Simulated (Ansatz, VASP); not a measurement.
## Si in VASP and in Ansatz

```
Si
1.0
    -2.30023    2.30023    1.36914
     2.30023   -2.30023    1.36914
     2.30023    2.30023   -1.36914
Si
2
Direct
  0.25000 0.75000 0.50000
  0.50000 0.50000 0.00000
```

Change from the starting cell: strain -0.030 along x and y, +0.030 along z, atoms carried along.

Alike in both runs: task single point; functional LDA; k mesh 20 × 20 × 20; occupations gaussian, width 0.15 eV; no spin polarisation.

|  | VASP | Ansatz |
| --- | --- | --- |
| version | VASP 6.6.1 | Ansatz 0.2.0 |
| potentials or method | VASP PAW LDA potentials, release 64 (Si), cutoff 520 eV | scalar-relativistic, plane waves, PAW |
| valence electrons in the cell | 8 | 8 |

|  | VASP | Ansatz | Ansatz less VASP |
| --- | --- | --- | --- |
| gap on the k mesh at the Fermi level (eV) | none | none | - |
| pressure (GPa) | 4.6 | 4.5 | -0.09 |
| traceless stress, the component that is largest in VASP (GPa) | -5.53 | -5.50 | +0.030 |

LDA's correlation is that of Perdew and Zunger in VASP and of Perdew and Wang (1992) in Ansatz. A gap of «none» marks a metal or a gap that the smearing closes.
